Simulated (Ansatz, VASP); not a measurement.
**One calculation of BeTe, two programs**

INCAR

```
PREC = Accurate
ENCUT = 520
EDIFF = 1E-6
ISMEAR = 0
SIGMA = 0.05
LREAL = F
LASPH = T
NELM = 80
ALGO = Normal
ISIF = 2
LWAVE = F
LCHARG = F
GGA = CA
NBANDS = 11
```

Contents of KPOINTS:

```
regular mesh
0
Gamma
  8 8 8
```

Contents of POSCAR:

```
BeTe
1.0
    0.0000000000      2.6592000000      2.6592000000
    2.6592000000      0.0000000000      2.6592000000
    2.6592000000      2.6592000000      0.0000000000
Be Te
1 1
Direct
    0.0000000000      0.0000000000      0.0000000000
    0.7500000000      0.7500000000      0.7500000000
```

Input for Ansatz:

```yaml
crystal:
  lattice:
    - [0.0, 2.6592, 2.6592]
    - [2.6592, 0.0, 2.6592]
    - [2.6592, 2.6592, 0.0]
  atoms:
    - { symbol: Be, position: [0.0, 0.0, 0.0] }
    - { symbol: Te, position: [0.75, 0.75, 0.75] }
basis:
  ecutwfc: 420
kpoints:
  mp_grid: { grid: [8, 8, 8] }
hamiltonian:
  xc: lda
scf:
  occupations: { method: gaussian, width: 0.05 }
output:
  forces: true
  stress: true
  eigenvalues: true
```

Change from the starting cell: strain -0.040 along x and y, -0.040 along z, atoms carried along.

Alike in both runs: task single point; functional LDA; k mesh 8 × 8 × 8; occupations gaussian, width 0.05 eV; no spin polarisation.

|  | VASP | Ansatz |
| --- | --- | --- |
| version | VASP 6.6.1 | Ansatz 0.2.0 |
| potentials or method | VASP PAW LDA potentials, release 64 (Be, Te), cutoff 520 eV | scalar-relativistic, plane waves, PAW |
| valence electrons in the cell | 8 | 18 |

|  | VASP | Ansatz | Ansatz less VASP |
| --- | --- | --- | --- |
| gap on the k mesh at the Fermi level (eV) | 1.41 | 1.44 | +0.026 |
| least direct gap on the mesh (eV) | 3.40 | 3.45 | +0.047 |
| pressure (GPa) | 11.2 | 10.8 | -0.45 |

LDA's correlation is that of Perdew and Zunger in VASP and of Perdew and Wang (1992) in Ansatz. VASP's potentials hold 8 valence electrons a cell and Ansatz's 18, so a difference there can come from the potentials and not from the codes.

Neither program's run includes spin-orbit coupling.
